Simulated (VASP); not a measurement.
# Al3Cu2 (P-1) in VASP: a series of runs

Al3Cu2 is run at these levels: LDA; tasks: single point.

Program: VASP 6.6.1. These are calculated values, not measurements. Logs are shortened: lines on timing, memory, paths and dates and some standing lists are left out, and cuts for length are marked.

**1. The cell of the first run**

The typed cell holds 5 atoms: a = 4.150 Å, b = 4.150 Å, c = 4.701 Å, α = 90.00°, β = 90.00°, γ = 120.00°.

**2. Single point, LDA (atoms displaced along a vibrational mode, the cell strained)**

Input file INCAR:

```
PREC = Accurate ; ENCUT = 520
EDIFF = 1E-6 ; ISMEAR = 0
SIGMA = 0.15 ; LREAL = False
LASPH = True ; NELM = 80
ALGO = Fast ; ISIF = 2
LWAVE = False ; LCHARG = False
GGA = CA ; NBANDS = 24
```

Input file KPOINTS:

```
Automatic mesh
0
Gamma
  12 12 8
```

Input file POSCAR:

```
Al3Cu2
1.0
    4.1504167144      0.0000000000      0.0000000000
   -2.0752083572      3.5943663110      0.0000000000
    0.0000000000      0.0000000000      4.7012446710
Al Cu
3 2
Direct
    0.0000000000      0.0000000000      0.0000000000
    0.3394515450      0.6666666667      0.3508928116
    0.6605484550      0.3333333333      0.6491071884
    0.3231748305      0.6666666667      0.8415870660
    0.6768251695      0.3333333333      0.1584129340
```

Potentials or basis: VASP PAW LDA potentials, release 64 (Al, Cu).

Started as:

```
> cat potpaw_LDA.64/Al/POTCAR potpaw_LDA.64/Cu/POTCAR > POTCAR
> mpirun -np 1 vasp_std > vasp.out
```

OUTCAR:

```text
PREC = Accurate
   ENCUT = 520
   EDIFF = 1E-6
   ISMEAR = 0
   LREAL = False
   LASPH = True
   NELM = 80
   ISIF = 2
   GGA = CA

 ion  position               nearest neighbor table
   1  0.000  0.000  0.000-   4 2.47   5 2.47   4 2.51   5 2.51   5 2.54   4 2.54   2 2.89   3 2.89
                             3 2.91   2 2.91   2 2.93   3 2.93
   2  0.339  0.667  0.351-   4 2.31   4 2.40   5 2.55   5 2.56   5 2.58   3 2.74   3 2.78   3 2.81
                             1 2.89   1 2.91   1 2.93
   3  0.661  0.333  0.649-   5 2.31   5 2.40   4 2.55   4 2.56   4 2.58   2 2.74   2 2.78   2 2.81
                             1 2.89   1 2.91   1 2.93
   4  0.323  0.667  0.842-   2 2.31   2 2.40   1 2.47   1 2.51   1 2.54   3 2.55   3 2.56   3 2.58
                             5 2.76
   5  0.677  0.333  0.158-   3 2.31   3 2.40   1 2.47   1 2.51   1 2.54   2 2.55   2 2.56   2 2.58
                             4 2.76

  LATTYP: Found a hexagonal cell.
 ALAT       =     4.1504167144
 C/A-ratio  =     1.1327163016

  Lattice vectors:

 A1 = (   4.1504167144,   0.0000000000,   0.0000000000)
 A2 = (  -2.0752083572,   3.5943663110,   0.0000000000)
 A3 = (   0.0000000000,   0.0000000000,   4.7012446710)

Analysis of symmetry for initial positions (statically):
=====================================================================
 Subroutine PRICEL returns:
 Original cell was already a primitive cell.

 Routine SETGRP: Setting up the symmetry group for a
 hexagonal supercell.

 Subroutine GETGRP returns: Found  2 space group operations
 (whereof  2 operations were pure point group operations)
 out of a pool of 24 trial point group operations.

The static configuration has the point symmetry S_2 .

Analysis of symmetry for dynamics (positions and initial velocities):
=====================================================================
 Subroutine PRICEL returns:
 Original cell was already a primitive cell.

 Routine SETGRP: Setting up the symmetry group for a
 hexagonal supercell.

 Subroutine GETGRP returns: Found  2 space group operations
 (whereof  2 operations were pure point group operations)
 out of a pool of 24 trial point group operations.

The dynamic configuration has the point symmetry S_2 .

 Subroutine INISYM returns: Found  2 space group operations
 (whereof  2 operations are pure point group operations),
 and found     1 'primitive' translations

----------------------------------------------------------------------------------------

                                     Primitive cell

  volume of cell :      70.1337

  direct lattice vectors                    reciprocal lattice vectors
     4.150416714  0.000000000  0.000000000     0.240939662  0.139106579  0.000000000
    -2.075208357  3.594366311  0.000000000     0.000000000  0.278213157  0.000000000
     0.000000000  0.000000000  4.701244671     0.000000000  0.000000000  0.212709627

  length of vectors
     4.150416714  4.150416714  4.701244671     0.278213157  0.278213157  0.212709627

  position of ions in fractional coordinates (direct lattice)
     0.000000000  0.000000000  0.000000000
     0.339451545  0.666666667  0.350892812
     0.660548455  0.333333333  0.649107188
     0.323174831  0.666666667  0.841587066
     0.676825169  0.333333333  0.158412934

  ion indices of the primitive-cell ions
   primitive index   ion index
                 1           1
                 2           2
                 3           3
                 4           4
                 5           5

----------------------------------------------------------------------------------------

 KPOINTS: Automatic mesh

Automatic generation of k-mesh.
 Grid dimensions read from file:
 generate k-points for:   12   12    8

 Generating k-lattice:

  Cartesian coordinates                     Fractional coordinates (reciprocal lattice)
     0.020078305  0.011592215  0.000000000     0.083333333 -0.000000000  0.000000000
     0.000000000  0.023184430  0.000000000     0.000000000  0.083333333  0.000000000
     0.000000000  0.000000000  0.026588703     0.000000000  0.000000000  0.125000000

  Length of vectors
     0.023184430  0.023184430  0.026588703

  Shift w.r.t. Gamma in fractional coordinates (k-lattice)
     0.000000000  0.000000000  0.000000000

 Subroutine IBZKPT returns following result:
 ===========================================

 Found    580 irreducible k-points:

 Following reciprocal coordinates:
            Coordinates               Weight
  0.000000  0.000000  0.000000      1.000000
  0.083333  0.000000  0.000000      2.000000
  0.000000  0.083333  0.000000      2.000000
 -0.083333  0.083333  0.000000      2.000000
  0.166667  0.000000  0.000000      2.000000
  0.000000  0.166667  0.000000      2.000000
[... 16 lines left out ...]
  0.166667  0.083333  0.000000      2.000000
 -0.083333  0.250000  0.000000      2.000000
 [... further k-points ...]
   k-points           NKPTS =    580   k-points in BZ     NKDIM =    580   number of bands    NBANDS=     24
   number of dos      NEDOS =    301   number of ions     NIONS =      5
   total plane-waves  NPLWV =  36864
   dimension x,y,z NGX =    32 NGY =   32 NGZ =   36
   dimension x,y,z NGXF=    64 NGYF=   64 NGZF=   72
   ions per type =               3   2
   NGX,Y,Z   is equivalent  to a cutoff of  12.82, 12.82, 12.73 a.u.
   NGXF,Y,Z  is equivalent  to a cutoff of  25.64, 25.64, 25.46 a.u.
 SYSTEM =  unknown system
   PREC   = accura    normal or accurate (medium, high low for compatibility)
   ISTART =      0    job   : 0-new  1-cont  2-samecut
   ICHARG =      2    charge: 1-file 2-atom 10-const
   ISPIN  =      1    spin polarized calculation?
   LNONCOLLINEAR =      F non collinear calculations
   LSORBIT =      F    spin-orbit coupling
   LASPH  =      T    aspherical Exc in radial PAW
   ENCUT  =  520.0 eV  38.22 Ry    6.18 a.u.   7.72  7.72  8.74*2*pi/ulx,y,z
   NELM   =     80;   NELMIN=  2; NELMDL= -5     # of ELM steps
   EDIFF  = 0.1E-05   stopping-criterion for ELM
   LREAL  =      F    real-space projection
[... 7 lines left out ...]
   TEBEG  =    0.0;   TEEND  =   0.0 temperature during run
   PSTRESS=    0.0 pullay stress
   NELECT =      31.0000    total number of electrons
   NUPDOWN=      -1.0000    fix difference up-down
   EMIN   =  10.00;   EMAX   =-10.00  energy-range for DOS
   EFERMI =   0.00;   METHOD = LEGACY
   ISMEAR =     0;   SIGMA  =   0.15  broadening in eV -4-tet -1-fermi 0-gaus
   EFERMI_NEDOS =   21; number of points for ismear=-14 and -15
   IALGO  =     68    algorithm
   IMIX   =      4    mixing-type and parameters
     AMIX     =   0.40;   BMIX     =  1.00
     AMIX_MAG =   1.60;   BMIX_MAG =  1.00
  volume/ion in A,a.u.               =      14.03        94.66
  Fermi-wavevector in a.u.,A,eV,Ry     =   1.247057  2.356597 21.159128  1.555152
  Thomas-Fermi vector in A             =   2.381207
   LORBIT       =      0    0 simple, 1 ext, 2 COOP (PROOUT), +10 PAW based schemes
   GGA     = CA    functional components
   LHFCALC =     F    Hartree Fock is set to
   AEXX    =    0.0000 exact exchange contribution
   IVDW    =     0    specifies the selected vdW correction
   LEPSILON=     F    determine dielectric tensor
   LRPA    =     F    only Hartree local field effects (RPA)
 non-spin polarized calculation
 RMM-DIIS sequential band-by-band and
 Gauss-broadening in eV      SIGMA  =   0.15
  energy-cutoff  :      520.00
  volume of cell :       70.13
 maximum number of plane-waves:      1908
   NGX = 15   NGY = 15   NGZ = 17

 number of electron      30.9999995 magnetization

 Free energy of the ion-electron system (eV)
  ---------------------------------------------------
  ext. energy  EPLUGINS =         0.00000000
  ---------------------------------------------------
  free energy    TOTEN  =       -22.74963163 eV

  energy without entropy =      -22.73458050  energy(sigma->0) =      -22.74210606

 E-fermi :   8.5788     XC(G=0): -11.3212

 val. band max:        8.5708936088   @ k =  -0.2500   0.4167  -0.1250
 cond. band min:       8.5795264785   @ k =  -0.2500   0.2500   0.0000
 fundamental gap:      0.0086328697
 Fermi energy:         8.5788110122

 k-point     1 :       0.0000    0.0000    0.0000
  band No.  band energies     occupation
      1      -2.9070      2.00000
      2       2.0950      2.00000
      3       2.7286      2.00000
      4       2.9993      2.00000
      5       3.0115      2.00000
      6       3.3202      2.00000
[... 16 lines left out ...]
     23      14.5744      0.00000
     24      14.7189      0.00000

 k-point     2 :       0.0833    0.0000    0.0000
  band No.  band energies     occupation
      1      -2.8271      2.00000
      2       2.1188      2.00000
      3       2.6649      2.00000
      4       3.0244      2.00000
      5       3.0707      2.00000
      6       3.3092      2.00000
[... 16 lines left out ...]
     23      14.3155      0.00000
     24      14.4128      0.00000

 k-point     3 :       0.0000    0.0833    0.0000
  band No.  band energies     occupation
      1      -2.8271      2.00000
      2       2.1185      2.00000
      3       2.6642      2.00000
      4       3.0311      2.00000
      5       3.0687      2.00000
      6       3.3140      2.00000
[... 16 lines left out ...]
     23      14.2885      0.00000
     24      14.4635      0.00000

 k-point     4 :      -0.0833    0.0833    0.0000
  band No.  band energies     occupation
      1      -2.8271      2.00000
      2       2.1181      2.00000
      3       2.6638      2.00000
      4       3.0351      2.00000
      5       3.0688      2.00000
      6       3.3231      2.00000
[... 16 lines left out ...]
     23      14.3119      0.00000
     24      14.4692      0.00000

 k-point     5 :       0.1667    0.0000    0.0000
  band No.  band energies     occupation
      1      -2.5883      2.00000
      2       2.1710      2.00000
      3       2.5272      2.00000
      4       3.0963      2.00000
      5       3.1475      2.00000
      6       3.2925      2.00000
[... 451 lines left out ...]
 k-point    22 :      -0.1667    0.0833    0.0000
  band No.  band energies     occupation
      1      -2.6677      2.00000
      2       2.1561      2.00000
      3       2.5722      2.00000
      4       3.0724      2.00000
      5       3.1518      2.00000
      6       3.2922      2.00000
[... 16 lines left out ...]
     23      13.7247      0.00000
     24      14.5318      0.00000

 k-point    23 :       0.1667    0.0833    0.0000
  band No.  band energies     occupation
      1      -2.3515      2.00000
      2       2.1881      2.00000
      3       2.4171      2.00000
      4       3.1062      2.00000
      5       3.1999      2.00000
      6       3.2916      2.00000
[... 16 lines left out ...]
     23      14.3189      0.00000
     24      14.6564      0.00000

 k-point    24 :      -0.0833    0.2500    0.0000
  band No.  band energies     occupation
      1      -2.3514      2.00000
      2       2.1833      2.00000
      3       2.4185      2.00000
      4       3.1129      2.00000
      5       3.2209      2.00000
      6       3.3136      2.00000
[... 16 lines left out ...]
     23      14.2908      0.00000
     24      14.6484      0.00000

 [... further k-points ...]
[... 5 lines left out ...]
  --------------------------------------------------------------------------------------
  -------------------------------------------------------------------------------------
  Total       -1.3749888     -1.4819220      5.6929543     -0.2537248     -0.0038702      0.1222031
  in kB      -31.4110794    -33.8539260    130.0533038     -5.7962435     -0.0884126      2.7916810
  external PRESSURE =      21.5960994 kB  Pullay stress =       0.0000000 kB

 VOLUME and BASIS-vectors are now :
 -----------------------------------------------------------------------------
  energy-cutoff  :      520.00
  volume of cell :       70.13
      direct lattice vectors                 reciprocal lattice vectors
     4.150416714  0.000000000  0.000000000     0.240939662  0.139106579  0.000000000
    -2.075208357  3.594366311  0.000000000     0.000000000  0.278213157  0.000000000
     0.000000000  0.000000000  4.701244671     0.000000000  0.000000000  0.212709627

 POSITION                                       TOTAL-FORCE (eV/Angst)
 -----------------------------------------------------------------------------------
      0.00000      0.00000      0.00000         0.000000      0.000000      0.000000
      0.02539      2.39624      1.64963        -0.005614      0.006481     -0.057398
      2.04982      1.19812      3.05161         0.005614     -0.006481      0.057398
     -0.04216      2.39624      3.95651         0.085412     -0.002063      0.312528
      2.11737      1.19812      0.74474        -0.085412      0.002063     -0.312528
 -----------------------------------------------------------------------------------
    total drift:                               -0.000000      0.000000      0.000000

  FREE ENERGIE OF THE ION-ELECTRON SYSTEM (eV)
  ---------------------------------------------------
  free  energy   TOTEN  =       -22.7496316268 eV

  energy  without entropy=      -22.7345804958  energy(sigma->0) =      -22.74210606
```

Run time: 11 min. Hardware: 1 thread of AMD EPYC 9R45 (Zen 5), shared host; peak memory 0.78 GiB.

What came out:

```yaml
Free_energy: -22.7496 eV
Pressure: 2.2 GPa
Largest_force: 0.324 eV/Å
Band_gap_on_the_k_mesh: zero (an odd number of electrons rules out a gap without spin polarisation)
```

Forces in eV/Å, atoms in the order of the input:
```
Al   0.000  0.000  0.000
Al  -0.006  0.006 -0.057
Al   0.006 -0.006  0.057
Cu   0.085 -0.002  0.313
Cu  -0.085  0.002 -0.313
```

Stress tensor (GPa, compression positive):
```
-3.14 -0.58  0.28
-0.58 -3.39 -0.01
 0.28 -0.01 13.01
```

Caveat: the cell differs from its parent crystal (atoms displaced along a vibrational mode, the cell strained); the stress differs along the axes, from -3 to 13 GPa.

**3. Single point, LDA (atoms displaced along a vibrational mode, the cell strained)**

Input file INCAR:

```
  PREC = Accurate
  ENCUT = 520
  EDIFF = 1E-6
  ISMEAR = 0
  SIGMA = 0.15
  LREAL = F
  LASPH = T
  NELM = 100
  ALGO = Fast
  ISIF = 2
  LWAVE = F
  LCHARG = F
  NBANDS = 24
```

KPOINTS is that of step 2.

POSCAR, as its differences from that of step 2:

```diff
@@ -2,5 +2,5 @@
 1.0
-    4.1504167144      0.0000000000      0.0000000000
-   -2.0752083572      3.5943663110      0.0000000000
-    0.0000000000      0.0000000000      4.7012446710
+    3.9610147888      0.0000000000      0.0000000000
+   -1.9805073944      3.4303394319      0.0000000000
+    0.0000000000      0.0000000000      5.1618512506
 Al Cu
```

Potentials or basis: VASP PAW LDA potentials, release 64 (Al, Cu).

Started as:

```
> cat potpaw_LDA.64/Al/POTCAR potpaw_LDA.64/Cu/POTCAR > POTCAR
> mpirun -np 1 vasp_std > vasp.out
```

It took 8.8 min on 1 thread of AMD EPYC 9R45 (Zen 5), shared host; peak memory 0.78 GiB.

It converged, with:

```yaml
Free_energy: -22.7840 eV
Pressure: -0.5 GPa
Largest_force: 0.294 eV/Å
Band_gap_on_the_k_mesh: zero (an odd number of electrons rules out a gap without spin polarisation)
```

Forces in eV/Å, atoms in the order of the input:
```
Al   0.000  0.000  0.000
Al  -0.050  0.006  0.009
Al   0.050 -0.006 -0.009
Cu   0.209 -0.003 -0.207
Cu  -0.209  0.003  0.207
```

Stress tensor (GPa, compression positive):
```
 3.46 -0.84  0.00
-0.84  3.36  0.01
 0.00  0.01 -8.33
```

Levels at points of the mesh, in eV from the Fermi level:
```
           k point  band 14  band 15  band 16  band 17  band 18  band 19
(0.00, 0.00, 0.00)     0.31     0.37     1.83     1.98     3.37     3.68
(0.50, 0.00, 0.00)    -2.78    -2.68    -0.92    -0.18     0.76     2.99
(0.00, 0.50, 0.00)    -2.77    -2.68    -0.96    -0.20     0.77     3.00
(0.50, 0.50, 0.00)    -2.75    -2.68    -1.01    -0.22     0.81     2.99
(0.00, 0.00, 0.50)     1.46     1.70     1.71     1.80     1.95     2.91
(0.50, 0.00, 0.50)    -3.55    -1.53     0.01     1.16     1.51     4.48
(0.00, 0.50, 0.50)    -3.55    -1.54     0.03     1.14     1.52     4.42
(0.50, 0.50, 0.50)    -3.55    -1.54     0.06     1.11     1.53     4.37
```

Caveat: the cell differs from its parent crystal (atoms displaced along a vibrational mode, the cell strained); the stress differs along the axes, from -8 to 3 GPa.
